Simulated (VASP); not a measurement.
# ZnSe (F-43m) in VASP: notebook, part 2 of 3

VASP 6.6.1. Earlier steps stand in the parts before.

## 3. Single point, PBE (strain -3.0%)

INCAR

```
  PREC = Accurate
  ENCUT = 520
  EDIFF = 1E-6
  ISMEAR = -1
  SIGMA = 0.02
  LREAL = False
  LASPH = True
  NELM = 80
  ALGO = Normal
  ISIF = 2
  LWAVE = False
  LCHARG = True
  GGA = PE
  LELF = True
  LVHAR = True
  NBANDS = 16
```

KPOINTS

```
Automatic mesh
0
Gamma
  8 8 8
```

POSCAR

```
ZnSe
1.0
    0.0000000000      2.7474480639      2.7474480639
    2.7474480639      0.0000000000      2.7474480639
    2.7474480639      2.7474480639      0.0000000000
Zn Se
1 1
Direct
    0.0000000000      0.0000000000      0.0000000000
    0.2500000000      0.2500000000      0.2500000000
```

Potentials or basis: VASP PAW PBE potentials, release 64 (Zn, Se).

Run with:

```
cat potpaw_PBE.64/Zn/POTCAR potpaw_PBE.64/Se/POTCAR > POTCAR
mpirun -np 1 vasp_std > vasp.out
```

Wall time 21 s (1 thread of AMD EPYC 7R43 (Zen 3), shared host); peak memory 0.14 GiB.

The run converged. Its results:

```yaml
Free_energy: -5.8728 eV
Pressure: 10.0 GPa
Band_gap_on_the_k_mesh: 1.68 eV, direct
```

Levels at points of the mesh, in eV from the valence-band top:
```
           k point  band 7  band 8  band 9  band 10  band 11  band 12
(0.00, 0.00, 0.00)    0.00    0.00    0.00     1.68     5.75     5.75
(0.50, 0.00, 0.00)   -5.86   -1.01   -1.01     2.70     6.34     6.34
(0.50, 0.50, 0.00)   -5.17   -2.54   -2.54     2.75     3.42    11.46
```

Caveat: the cell differs from its parent crystal (strain -3.0%).

## 4. Single point, PBE (strain -2.0%)

INCAR

```
SYSTEM = ZnSe
ALGO = Normal
EDIFF = 1E-7
ENCUT = 520
GGA = PE
ISIF = 2
ISMEAR = -1
LASPH = .TRUE.
LCHARG = .TRUE.
LELF = .TRUE.
LREAL = .FALSE.
LVHAR = .TRUE.
LWAVE = .FALSE.
NBANDS = 16
NELM = 100
PREC = Accurate
SIGMA = 0.02
```

KPOINTS

```
k-points
0
G
  8 8 8
  0 0 0
```

POSCAR

```
ZnSe
1.0
    0.0000000000      2.7757722707      2.7757722707
    2.7757722707      0.0000000000      2.7757722707
    2.7757722707      2.7757722707      0.0000000000
Zn Se
1 1
Direct
    0.0000000000      0.0000000000      0.0000000000
    0.2500000000      0.2500000000      0.2500000000
```

Potentials or basis: VASP PAW PBE potentials, release 64 (Zn, Se).

Run with:

```
cat potpaw_PBE.64/Zn/POTCAR potpaw_PBE.64/Se/POTCAR > POTCAR
mpirun -np 1 vasp_std > vasp.out
```

OUTCAR:

```text
SYSTEM = ZnSe
   EDIFF = 1E-7
   ENCUT = 520
   GGA = PE
   ISIF = 2
   ISMEAR = -1
   LASPH = .TRUE.
   LREAL = .FALSE.
   NELM = 100
   PREC = Accurate

 ion  position               nearest neighbor table
   1  0.000  0.000  0.000-   2 2.40   2 2.40   2 2.40   2 2.40
   2  0.250  0.250  0.250-   1 2.40   1 2.40   1 2.40   1 2.40

  LATTYP: Found a face centered cubic cell.
 ALAT       =     5.5515445414

  Lattice vectors:

 A1 = (   0.0000000000,   2.7757722707,   2.7757722707)
 A2 = (   2.7757722707,   0.0000000000,   2.7757722707)
 A3 = (   2.7757722707,   2.7757722707,   0.0000000000)

Analysis of symmetry for initial positions (statically):
=====================================================================
 Subroutine PRICEL returns:
 Original cell was already a primitive cell.

 Routine SETGRP: Setting up the symmetry group for a
 face centered cubic supercell.

 Subroutine GETGRP returns: Found 24 space group operations
 (whereof 24 operations were pure point group operations)
 out of a pool of 48 trial point group operations.

The static configuration has the point symmetry T_d .

Analysis of symmetry for dynamics (positions and initial velocities):
=====================================================================
 Subroutine PRICEL returns:
 Original cell was already a primitive cell.

 Routine SETGRP: Setting up the symmetry group for a
 face centered cubic supercell.

 Subroutine GETGRP returns: Found 24 space group operations
 (whereof 24 operations were pure point group operations)
 out of a pool of 48 trial point group operations.

The dynamic configuration has the point symmetry T_d .

 Subroutine INISYM returns: Found 24 space group operations
 (whereof 24 operations are pure point group operations),
 and found     1 'primitive' translations

----------------------------------------------------------------------------------------

                                     Primitive cell

  volume of cell :      42.7742

  direct lattice vectors                    reciprocal lattice vectors
     0.000000000  2.775772271  2.775772271    -0.180130051  0.180130051  0.180130051
     2.775772271  0.000000000  2.775772271     0.180130051 -0.180130051  0.180130051
     2.775772271  2.775772271  0.000000000     0.180130051  0.180130051 -0.180130051

  length of vectors
     3.925534791  3.925534791  3.925534791     0.311994400  0.311994400  0.311994400

  position of ions in fractional coordinates (direct lattice)
     0.000000000  0.000000000  0.000000000
     0.250000000  0.250000000  0.250000000

  ion indices of the primitive-cell ions
   primitive index   ion index
                 1           1
                 2           2

----------------------------------------------------------------------------------------

 KPOINTS: k-points

Automatic generation of k-mesh.
 Grid dimensions read from file:
 generate k-points for:    8    8    8

 Generating k-lattice:

  Cartesian coordinates                     Fractional coordinates (reciprocal lattice)
    -0.022516256  0.022516256  0.022516256     0.125000000  0.000000000  0.000000000
     0.022516256 -0.022516256  0.022516256     0.000000000  0.125000000  0.000000000
     0.022516256  0.022516256 -0.022516256     0.000000000  0.000000000  0.125000000

  Length of vectors
     0.038999300  0.038999300  0.038999300

  Shift w.r.t. Gamma in fractional coordinates (k-lattice)
     0.000000000  0.000000000  0.000000000

 Subroutine IBZKPT returns following result:
 ===========================================

 Found     29 irreducible k-points:

 Following reciprocal coordinates:
            Coordinates               Weight
  0.000000  0.000000  0.000000      1.000000
  0.125000  0.000000  0.000000      8.000000
  0.250000  0.000000  0.000000      8.000000
  0.375000  0.000000  0.000000      8.000000
  0.500000  0.000000  0.000000      4.000000
  0.125000  0.125000  0.000000      6.000000
[... 16 lines left out ...]
  0.500000  0.250000  0.125000     48.000000
 -0.375000  0.250000  0.125000     24.000000
 [... further k-points ...]
   k-points           NKPTS =     29   k-points in BZ     NKDIM =     29   number of bands    NBANDS=     16
   number of dos      NEDOS =    301   number of ions     NIONS =      2
   total plane-waves  NPLWV =  27000
   dimension x,y,z NGX =    30 NGY =   30 NGZ =   30
   dimension x,y,z NGXF=    60 NGYF=   60 NGZF=   60
   ions per type =               1   1
   NGX,Y,Z   is equivalent  to a cutoff of  12.70, 12.70, 12.70 a.u.
   NGXF,Y,Z  is equivalent  to a cutoff of  25.41, 25.41, 25.41 a.u.
 SYSTEM =  ZnSe
   PREC   = accura    normal or accurate (medium, high low for compatibility)
   ISTART =      0    job   : 0-new  1-cont  2-samecut
   ICHARG =      2    charge: 1-file 2-atom 10-const
   ISPIN  =      1    spin polarized calculation?
   LNONCOLLINEAR =      F non collinear calculations
   LSORBIT =      F    spin-orbit coupling
   LASPH  =      T    aspherical Exc in radial PAW
   ENCUT  =  520.0 eV  38.22 Ry    6.18 a.u.   7.30  7.30  7.30*2*pi/ulx,y,z
   NELM   =    100;   NELMIN=  2; NELMDL= -5     # of ELM steps
   EDIFF  = 0.1E-06   stopping-criterion for ELM
   LREAL  =      F    real-space projection
   EDIFFG = 0.1E-05   stopping-criterion for IOM
   NSW    =      0    number of steps for IOM
   IBRION =     -1    ionic relax: 0-MD 1-quasi-New 2-CG
   NFREE  =      0    steps in history (QN), initial steepest desc. (CG)
   ISIF   =      2    stress and relaxation
   ISYM   =      2    0-nonsym 1-usesym 2-fastsym
   POTIM  = 0.5000    time-step for ionic-motion
   TEBEG  =    0.0;   TEEND  =   0.0 temperature during run
   PSTRESS=    0.0 pullay stress
   NELECT =      18.0000    total number of electrons
   NUPDOWN=      -1.0000    fix difference up-down
   EMIN   =  10.00;   EMAX   =-10.00  energy-range for DOS
   EFERMI =   0.00;   METHOD = LEGACY
   ISMEAR =    -1;   SIGMA  =   0.02  broadening in eV -4-tet -1-fermi 0-gaus
   EFERMI_NEDOS =   21; number of points for ismear=-14 and -15
   IALGO  =     38    algorithm
   IMIX   =      4    mixing-type and parameters
     AMIX     =   0.40;   BMIX     =  1.00
     AMIX_MAG =   1.60;   BMIX_MAG =  1.00
  volume/ion in A,a.u.               =      21.39       144.33
  Fermi-wavevector in a.u.,A,eV,Ry     =   1.226795  2.318306 20.477106  1.505025
  Thomas-Fermi vector in A             =   2.361782
   LORBIT       =      0    0 simple, 1 ext, 2 COOP (PROOUT), +10 PAW based schemes
   GGA     = PE    functional components
   LHFCALC =     F    Hartree Fock is set to
   AEXX    =    0.0000 exact exchange contribution
   IVDW    =     0    specifies the selected vdW correction
   LEPSILON=     F    determine dielectric tensor
   LRPA    =     F    only Hartree local field effects (RPA)
 non-spin polarized calculation
  energy-cutoff  :      520.00
  volume of cell :       42.77
 maximum number of plane-waves:      1174
 NGX is ok and might be reduce to    30
   NGX = 15   NGY = 15   NGZ = 15

 number of electron      17.9999986 magnetization

 Free energy of the ion-electron system (eV)
  ---------------------------------------------------
  ext. energy  EPLUGINS =         0.00000000
  ---------------------------------------------------
  free energy    TOTEN  =        -5.94150120 eV

  energy without entropy =       -5.94150120  energy(sigma->0) =       -5.94150120

 E-fermi :   2.6258     XC(G=0):  -9.6083

 val. band max:        2.1667793283   @ k =   0.0000   0.0000   0.0000
 cond. band min:       3.7141478405   @ k =   0.0000   0.0000   0.0000
 fundamental gap:      1.5473685122
 Fermi energy:         2.6258082959

 k-point     1 :       0.0000    0.0000    0.0000
  band No.  band energies     occupation
      1     -11.5123      2.00000
      2      -4.6262      2.00000
      3      -4.6262      2.00000
      4      -4.6262      2.00000
      5      -4.1974      2.00000
      6      -4.1974      2.00000
[... 8 lines left out ...]
     15      13.7542      0.00000
     16      13.7542      0.00000
[... 419 lines left out ...]
 k-point    24 :      -0.3750    0.2500    0.1250
  band No.  band energies     occupation
      1     -10.4613      2.00000
      2      -4.5141      2.00000
      3      -4.4661      2.00000
      4      -4.2410      2.00000
      5      -4.1904      2.00000
      6      -3.9586      2.00000
[... 8 lines left out ...]
     15      15.1387      0.00000
     16      16.0248      0.00000

 [... further k-points ...]

------------------------ aborting loop because EDIFF is reached ----------------------------------------

  FORCE on cell =-STRESS in cart. coord.  units (eV):
  Direction    XX          YY          ZZ          XY          YZ          ZX
  --------------------------------------------------------------------------------------
  -------------------------------------------------------------------------------------
  Total        1.8953606      1.8953606      1.8953606     -0.0000000      0.0000000      0.0000000
  in kB       70.9938847     70.9938847     70.9938847     -0.0000000      0.0000000      0.0000000
  external PRESSURE =      70.9938847 kB  Pullay stress =       0.0000000 kB

 VOLUME and BASIS-vectors are now :
 -----------------------------------------------------------------------------
  energy-cutoff  :      520.00
  volume of cell :       42.77
      direct lattice vectors                 reciprocal lattice vectors
     0.000000000  2.775772271  2.775772271    -0.180130051  0.180130051  0.180130051
     2.775772271  0.000000000  2.775772271     0.180130051 -0.180130051  0.180130051
     2.775772271  2.775772271  0.000000000     0.180130051  0.180130051 -0.180130051

 POSITION                                       TOTAL-FORCE (eV/Angst)
 -----------------------------------------------------------------------------------
      0.00000      0.00000      0.00000        -0.000000     -0.000000     -0.000000
      1.38789      1.38789      1.38789         0.000000      0.000000      0.000000
 -----------------------------------------------------------------------------------
    total drift:                                0.000001      0.000001      0.000001

  FREE ENERGIE OF THE ION-ELECTRON SYSTEM (eV)
  ---------------------------------------------------
  free  energy   TOTEN  =        -5.9415011990 eV

  energy  without entropy=       -5.9415011990  energy(sigma->0) =       -5.94150120
```

OSZICAR:

```text
N       E                     dE             d eps       ncg     rms          rms(c)
DAV:   1     0.878002425236E+02    0.87800E+02   -0.88618E+03   928   0.133E+03
DAV:   2    -0.640635914611E+00   -0.88441E+02   -0.83356E+02  1000   0.257E+02
DAV:   3    -0.618741083283E+01   -0.55468E+01   -0.55230E+01  1096   0.628E+01
DAV:   4    -0.623078713561E+01   -0.43376E-01   -0.43371E-01  1096   0.576E+00
DAV:   5    -0.623098132319E+01   -0.19419E-03   -0.19419E-03  1208   0.362E-01    0.534E+00
DAV:   6    -0.596226503948E+01    0.26872E+00   -0.53562E-01  1320   0.249E+01    0.403E+00
DAV:   7    -0.594157172036E+01    0.20693E-01   -0.16606E-01  1048   0.371E+00    0.170E+00
DAV:   8    -0.594123500824E+01    0.33671E-03   -0.47210E-03  1240   0.793E-01    0.475E-01
DAV:   9    -0.594140392790E+01   -0.16892E-03   -0.11752E-03  1080   0.263E-01    0.640E-02
DAV:  10    -0.594151856256E+01   -0.11463E-03   -0.26002E-04  1168   0.126E-01    0.279E-02
DAV:  11    -0.594150009586E+01    0.18467E-04   -0.51533E-05  1120   0.694E-02    0.632E-03
DAV:  12    -0.594150084854E+01   -0.75268E-06   -0.70540E-06  1184   0.164E-02    0.242E-03
DAV:  13    -0.594150127608E+01   -0.42754E-06   -0.42279E-07  1064   0.424E-03    0.148E-03
DAV:  14    -0.594150119904E+01    0.77039E-07   -0.21636E-08   952   0.222E-03
   1 F= -.59415012E+01 E0= -.59415012E+01  d E =-.605620E-12
```

stdout:

```text
POSCAR found type information on POSCAR ZnSe
 POSCAR found :  2 types and       2 ions
 scaLAPACK will be used
 LDA part: xc-table for (Slater+PW92), standard interpolation
 POSCAR, INCAR and KPOINTS ok, starting setup
 FFT: planning ... GRIDC
 FFT: planning ... GRID_SOFT
 FFT: planning ... GRID
 WAVECAR not read
 entering main loop
```

It took 24 s on 1 thread of AMD EPYC 7R43 (Zen 3), shared host; peak memory 0.14 GiB.

What came out:

```
Free energy            : -5.9415 eV
Pressure               : 7.1 GPa
Band gap on the k mesh : 1.55 eV, direct
```

Caveat: the cell differs from its parent crystal (strain -2.0%).

## 5. Single point, PBE (strain -1.0%)

INCAR

```
SYSTEM = ZnSe
PREC = Accurate
ENCUT = 520
EDIFF = 1E-6
ISMEAR = -1
SIGMA = 0.02
LREAL = .FALSE.
LASPH = .TRUE.
NELM = 60
ALGO = Normal
ISIF = 2
LWAVE = .FALSE.
LCHARG = .FALSE.
GGA = PE
NBANDS = 16
```

KPOINTS

```
Automatic mesh
0
G
  8 8 8
  0 0 0
```

POSCAR

```
ZnSe
1.0
    0.0000000000      2.8040964775      2.8040964775
    2.8040964775      0.0000000000      2.8040964775
    2.8040964775      2.8040964775      0.0000000000
Zn Se
1 1
Direct
    0.0000000000      0.0000000000      0.0000000000
    0.2500000000      0.2500000000      0.2500000000
```

Run with:

```
cat potpaw_PBE.64/Zn/POTCAR potpaw_PBE.64/Se/POTCAR > POTCAR
mpirun -np 1 vasp_std > vasp.out
```

It took 20 s on 1 thread of AMD EPYC 7R43 (Zen 3), shared host; peak memory 0.14 GiB.

The run converged. Its results:

- Free energy: -5.9896 eV
- Pressure: 4.6 GPa
- Band gap on the k mesh: 1.42 eV, direct

Levels at points of the mesh, in eV from the valence-band top:
| k point | band 6 | band 7 | band 8 | band 9 | band 10 | band 11 | band 12 | band 13 |
| --- | --- | --- | --- | --- | --- | --- | --- | --- |
| (0.00, 0.00, 0.00) | -6.27 | 0.00 | 0.00 | 0.00 | 1.42 | 5.79 | 5.79 | 5.79 |
| (0.50, 0.00, 0.00) | -6.10 | -5.44 | -0.92 | -0.92 | 2.60 | 6.37 | 6.37 | 8.66 |
| (0.50, 0.50, 0.00) | -6.08 | -4.89 | -2.30 | -2.30 | 2.91 | 3.45 | 10.98 | 11.47 |

Caveat: the cell differs from its parent crystal (strain -1.0%).

(Part 2 of 3 ends here.)
